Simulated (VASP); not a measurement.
# HfC (R-3m) in VASP: notebook

Runs on HfC. Level: LDA. Tasks: electric field gradients.

All numbers are computed with VASP 6.6.1; they aren't measurements. Logs are shortened: lines on timing, memory, paths and dates and some standing lists are left out, and cuts for length are marked.

## 1. The cell of the first run

It takes space group R-3m (No. 166, trigonal). Conventional cell: a = 3.321 Å, b = 3.321 Å, c = 7.893 Å, α = 90.00°, β = 90.00°, γ = 120.00°. Hf (site symmetry -3m) has 6 C at 2.33 Å within 3.1 Å. C (site symmetry -3m) has 6 Hf at 2.33 Å within 3.1 Å.

## 2. Electric field gradients, LDA (equal xy, yz and zx shear strains of -2 %)

INCAR

```
SYSTEM = HfC
ALGO     = Normal         ! electronic algorithm
EDIFF    = 1E-8           ! SCF threshold, eV
ENCUT    = 520            ! plane-wave cutoff, eV
GGA      = CA             ! functional
ISIF     = 2              ! what is computed and relaxed
ISMEAR   = -1             ! smearing method
LASPH    = .TRUE.         ! aspherical terms in the spheres
LCHARG   = .FALSE.        ! write CHGCAR
LEFG     = .TRUE.       
LREAL    = .FALSE.        ! projectors in reciprocal space
LWAVE    = .FALSE.        ! write WAVECAR
NBANDS   = 14             ! bands
NELM     = 80             ! most SCF steps
PREC     = Accurate       ! precision mode
SIGMA    = 0.05           ! smearing width, eV
```

KPOINTS

```
k-points
0
G
  12 12 12
  0 0 0
```

POSCAR

```
HfC
1.0
   -0.0465000000      2.3017500000      2.3017500000
    2.3017500000     -0.0465000000      2.3017500000
    2.3017500000      2.3017500000     -0.0465000000
Hf C
1 1
Direct
    0.5000000000      0.5000000000      0.5000000000
    0.0000000000      0.0000000000      0.0000000000
```

Potentials or basis: VASP PAW LDA potentials, release 64 (Hf_pv, C).

Run with:

```bash
$ cat potpaw_LDA.64/Hf_pv/POTCAR potpaw_LDA.64/C/POTCAR > POTCAR
$ mpirun -np 1 vasp_std > vasp.out
```

OUTCAR:

```text
SYSTEM = HfC
   EDIFF = 1E-8
   ENCUT = 520
   GGA = CA
   ISIF = 2
   ISMEAR = -1
   LASPH = .TRUE.
   LREAL = .FALSE.
   NELM = 80
   PREC = Accurate

 ion  position               nearest neighbor table
   1  0.500  0.500  0.500-   2 2.33   2 2.33   2 2.33   2 2.33   2 2.33   2 2.33
   2  0.000  0.000  0.000-   1 2.33   1 2.33   1 2.33   1 2.33   1 2.33   1 2.33

  LATTYP: Found a trigonal (rhomboedric) cell.
 ALAT       =     3.2554981762
 COS(alpha) =     0.4797000918

  Lattice vectors:

 A1 = (  -0.0465000000,   2.3017500000,   2.3017500000)
 A2 = (   2.3017500000,  -0.0465000000,   2.3017500000)
 A3 = (   2.3017500000,   2.3017500000,  -0.0465000000)

Analysis of symmetry for initial positions (statically):
=====================================================================
 Subroutine PRICEL returns:
 Original cell was already a primitive cell.

 Routine SETGRP: Setting up the symmetry group for a
 trigonal (rhombohedral) supercell.

 Subroutine GETGRP returns: Found 12 space group operations
 (whereof 12 operations were pure point group operations)
 out of a pool of 12 trial point group operations.

The static configuration has the point symmetry D_3d.

Analysis of symmetry for dynamics (positions and initial velocities):
=====================================================================
 Subroutine PRICEL returns:
 Original cell was already a primitive cell.

 Routine SETGRP: Setting up the symmetry group for a
 trigonal (rhombohedral) supercell.

 Subroutine GETGRP returns: Found 12 space group operations
 (whereof 12 operations were pure point group operations)
 out of a pool of 12 trial point group operations.

The dynamic configuration has the point symmetry D_3d.

 Subroutine INISYM returns: Found 12 space group operations
 (whereof 12 operations are pure point group operations),
 and found     1 'primitive' translations

----------------------------------------------------------------------------------------

                                     Primitive cell

  volume of cell :      25.1286

  direct lattice vectors                    reciprocal lattice vectors
    -0.046500000  2.301750000  2.301750000    -0.210751819  0.215097217  0.215097217
     2.301750000 -0.046500000  2.301750000     0.215097217 -0.210751819  0.215097217
     2.301750000  2.301750000 -0.046500000     0.215097217  0.215097217 -0.210751819

  length of vectors
     3.255498176  3.255498176  3.255498176     0.370067501  0.370067501  0.370067501

  position of ions in fractional coordinates (direct lattice)
     0.500000000  0.500000000  0.500000000
     0.000000000  0.000000000  0.000000000

  ion indices of the primitive-cell ions
   primitive index   ion index
                 1           1
                 2           2

----------------------------------------------------------------------------------------

 KPOINTS: k-points

Automatic generation of k-mesh.
 Grid dimensions read from file:
 generate k-points for:   12   12   12

 Generating k-lattice:

  Cartesian coordinates                     Fractional coordinates (reciprocal lattice)
    -0.017562652  0.017924768  0.017924768     0.083333333 -0.000000000 -0.000000000
     0.017924768 -0.017562652  0.017924768    -0.000000000  0.083333333 -0.000000000
     0.017924768  0.017924768 -0.017562652    -0.000000000 -0.000000000  0.083333333

  Length of vectors
     0.030838958  0.030838958  0.030838958

  Shift w.r.t. Gamma in fractional coordinates (k-lattice)
     0.000000000  0.000000000  0.000000000

 Subroutine IBZKPT returns following result:
 ===========================================

 Found    189 irreducible k-points:

 Following reciprocal coordinates:
            Coordinates               Weight
  0.000000  0.000000  0.000000      1.000000
  0.083333  0.000000 -0.000000      6.000000
  0.166667  0.000000  0.000000      6.000000
  0.250000  0.000000  0.000000      6.000000
  0.333333 -0.000000 -0.000000      6.000000
  0.416667  0.000000 -0.000000      6.000000
[... 16 lines left out ...]
  0.500000  0.166667  0.000000     12.000000
 -0.416667  0.166667 -0.000000     12.000000
 [... further k-points ...]
   k-points           NKPTS =    189   k-points in BZ     NKDIM =    189   number of bands    NBANDS=     14
   number of dos      NEDOS =    301   number of ions     NIONS =      2
   total plane-waves  NPLWV =  13824
   dimension x,y,z NGX =    24 NGY =   24 NGZ =   24
   dimension x,y,z NGXF=    48 NGYF=   48 NGZF=   48
   ions per type =               1   1
   NGX,Y,Z   is equivalent  to a cutoff of  12.26, 12.26, 12.26 a.u.
   NGXF,Y,Z  is equivalent  to a cutoff of  24.51, 24.51, 24.51 a.u.
 SYSTEM =  HfC
   PREC   = accura    normal or accurate (medium, high low for compatibility)
   ISTART =      0    job   : 0-new  1-cont  2-samecut
   ICHARG =      2    charge: 1-file 2-atom 10-const
   ISPIN  =      1    spin polarized calculation?
   LNONCOLLINEAR =      F non collinear calculations
   LSORBIT =      F    spin-orbit coupling
   LASPH  =      T    aspherical Exc in radial PAW
   ENCUT  =  520.0 eV  38.22 Ry    6.18 a.u.   6.05  6.05  6.05*2*pi/ulx,y,z
   NELM   =     80;   NELMIN=  2; NELMDL= -5     # of ELM steps
   EDIFF  = 0.1E-07   stopping-criterion for ELM
   LREAL  =      F    real-space projection
   EDIFFG = 0.1E-06   stopping-criterion for IOM
   NSW    =      0    number of steps for IOM
   IBRION =     -1    ionic relax: 0-MD 1-quasi-New 2-CG
   NFREE  =      0    steps in history (QN), initial steepest desc. (CG)
   ISIF   =      2    stress and relaxation
   ISYM   =      2    0-nonsym 1-usesym 2-fastsym
   POTIM  = 0.5000    time-step for ionic-motion
   TEBEG  =    0.0;   TEEND  =   0.0 temperature during run
   PSTRESS=    0.0 pullay stress
   NELECT =      14.0000    total number of electrons
   NUPDOWN=      -1.0000    fix difference up-down
   EMIN   =  10.00;   EMAX   =-10.00  energy-range for DOS
   EFERMI =   0.00;   METHOD = LEGACY
   ISMEAR =    -1;   SIGMA  =   0.05  broadening in eV -4-tet -1-fermi 0-gaus
   EFERMI_NEDOS =   21; number of points for ismear=-14 and -15
   IALGO  =     38    algorithm
   IMIX   =      4    mixing-type and parameters
     AMIX     =   0.40;   BMIX     =  1.00
     AMIX_MAG =   1.60;   BMIX_MAG =  1.00
  volume/ion in A,a.u.               =      12.56        84.79
  Fermi-wavevector in a.u.,A,eV,Ry     =   1.347085  2.545621 24.689643  1.814638
  Thomas-Fermi vector in A             =   2.474864
   LORBIT       =      0    0 simple, 1 ext, 2 COOP (PROOUT), +10 PAW based schemes
   GGA     = CA    functional components
   LHFCALC =     F    Hartree Fock is set to
   AEXX    =    0.0000 exact exchange contribution
   IVDW    =     0    specifies the selected vdW correction
   LEPSILON=     F    determine dielectric tensor
   LRPA    =     F    only Hartree local field effects (RPA)
 non-spin polarized calculation
  energy-cutoff  :      520.00
  volume of cell :       25.13
 maximum number of plane-waves:       694
   NGX = 13   NGY = 13   NGZ = 13

 number of electron      14.0000000 magnetization

 Free energy of the ion-electron system (eV)
  ---------------------------------------------------
  ext. energy  EPLUGINS =         0.00000000
  ---------------------------------------------------
  free energy    TOTEN  =       -22.83654153 eV

  energy without entropy =      -22.83414987  energy(sigma->0) =      -22.83534570

 E-fermi :   5.8612     XC(G=0): -12.4901

 val. band max:        5.8526564314   @ k =   0.4167   0.3333   0.0000
 cond. band min:       5.8698076351   @ k =   0.5000   0.4167  -0.0000
 fundamental gap:      0.0171512037
 Fermi energy:         5.8611568049

 k-point     1 :       0.0000    0.0000    0.0000
  band No.  band energies     occupation
      1     -23.5583      2.00000
      2     -23.5583      2.00000
      3     -23.5339      2.00000
      4      -6.2952      2.00000
      5       6.8133      0.00000
      6       6.8133      0.00000
      7       6.9988      0.00000
      8       6.9988      0.00000
      9       7.0070      0.00000
     10       7.4294      0.00000
     11       9.1866      0.00000
     12       9.1866      0.00000
     13      12.8239      0.00000
     14      16.9081      0.00000
[... 377 lines left out ...]
      1     -24.1685      2.00000
      2     -23.7434      2.00000
      3     -23.6373      2.00000
      4      -2.9125      2.00000
      5       0.4300      2.00000
      6       3.0517      2.00000
      7       3.3142      2.00000
      8       9.8467      0.00000
      9      10.6669      0.00000
     10      11.1781      0.00000
     11      14.4532      0.00000
     12      15.8975      0.00000
     13      16.6222      0.00000
     14      18.6684      0.00000

 [... further k-points ...]

------------------------ aborting loop because EDIFF is reached ----------------------------------------

  FORCE on cell =-STRESS in cart. coord.  units (eV):
  Direction    XX          YY          ZZ          XY          YZ          ZX
  --------------------------------------------------------------------------------------
  -------------------------------------------------------------------------------------
  Total       -1.8021555     -1.8021555     -1.8021555      0.5253780      0.5253780      0.5253780
  in kB     -114.9039984   -114.9039984   -114.9039984     33.4976820     33.4976820     33.4976820
  external PRESSURE =    -114.9039984 kB  Pullay stress =       0.0000000 kB

 VOLUME and BASIS-vectors are now :
 -----------------------------------------------------------------------------
  energy-cutoff  :      520.00
  volume of cell :       25.13
      direct lattice vectors                 reciprocal lattice vectors
    -0.046500000  2.301750000  2.301750000    -0.210751819  0.215097217  0.215097217
     2.301750000 -0.046500000  2.301750000     0.215097217 -0.210751819  0.215097217
     2.301750000  2.301750000 -0.046500000     0.215097217  0.215097217 -0.210751819

 POSITION                                       TOTAL-FORCE (eV/Angst)
 -----------------------------------------------------------------------------------
      2.27850      2.27850      2.27850         0.000000     -0.000000      0.000000
      0.00000      0.00000      0.00000        -0.000000      0.000000     -0.000000
 -----------------------------------------------------------------------------------
    total drift:                                0.000000     -0.000000      0.000000

  FREE ENERGIE OF THE ION-ELECTRON SYSTEM (eV)
  ---------------------------------------------------
  free  energy   TOTEN  =       -22.8365415301 eV

  energy  without entropy=      -22.8341498699  energy(sigma->0) =      -22.83534570

 Electric field gradients (V/A^2)
---------------------------------------------------------------------
 ion       V_xx      V_yy      V_zz      V_xy      V_xz      V_yz
---------------------------------------------------------------------
   1       0.000    -0.000    -0.000     1.584     1.584     1.584
   2      -0.000     0.000    -0.000     0.211     0.211     0.211
---------------------------------------------------------------------

 Electric field gradients after diagonalization (V/A^2)
 (convention: |V_zz| > |V_xx| > |V_yy|)
----------------------------------------------------------------------
 ion       V_xx      V_yy      V_zz     asymmetry (V_yy - V_xx)/ V_zz
----------------------------------------------------------------------
   1      -1.584    -1.584     3.168       0.000
   2      -0.211    -0.211     0.421       0.000
----------------------------------------------------------------------

           NMR quadrupolar parameters

 Cq : quadrupolar parameter    Cq=e*Q*V_zz/h
 eta: asymmetry parameters     (V_yy - V_xx)/ V_zz
 Q  : nuclear electric quadrupole moment in mb (millibarn)
----------------------------------------------------------------------
 ion       Cq(MHz)       eta       Q (mb)
----------------------------------------------------------------------
   1       0.008       0.000       1.000
   2       0.001       0.000       1.000
----------------------------------------------------------------------
```

Run time: 31 s. Hardware: 1 thread of Intel Xeon Platinum 8488C (Sapphire Rapids), shared host; peak memory 0.18 GiB.

Results:

```yaml
Free_energy: -22.8365 eV
Pressure: -11.5 GPa
Band_gap_on_the_k_mesh: zero (band 7 reaches 7.00 eV, above the bottom of band 8 at 5.57 eV)
```

Levels at points of the mesh, in eV from the Fermi level:
| k point | band 3 | band 4 | band 5 | band 6 | band 7 | band 8 | band 9 | band 10 | band 11 | band 12 |
| --- | --- | --- | --- | --- | --- | --- | --- | --- | --- | --- |
| (0.00, 0.00, 0.00) | -29.40 | -12.16 | 0.95 | 0.95 | 1.14 | 1.14 | 1.15 | 1.57 | 3.33 | 3.33 |
| (0.50, 0.00, 0.00) | -29.47 | -8.36 | -6.15 | -3.09 | -2.78 | 4.93 | 5.13 | 5.88 | 6.69 | 11.17 |
| (0.50, 0.50, 0.00) | -29.63 | -10.24 | -2.51 | -1.84 | -0.16 | 0.05 | 5.22 | 6.55 | 6.64 | 8.42 |
| (0.50, 0.50, 0.50) | -29.50 | -8.22 | -6.09 | -3.18 | -3.18 | 5.36 | 5.36 | 5.79 | 6.48 | 11.49 |

Electric field gradients, principal values (V/Å²):
```csv
atom,least,middle,greatest (by size)
1 Hf,-1.584,-1.584,3.168
2 C,-0.211,-0.211,0.421
```

Caveat: the cell differs from its parent crystal (equal xy, yz and zx shear strains of -2 %); without QUAD_EFG the Cq values of the log hold for a quadrupole moment of 1 mb, not for the nuclei; spin-orbit coupling is left out, which moves the levels of the heavy elements.

[end of part 1 of 2]
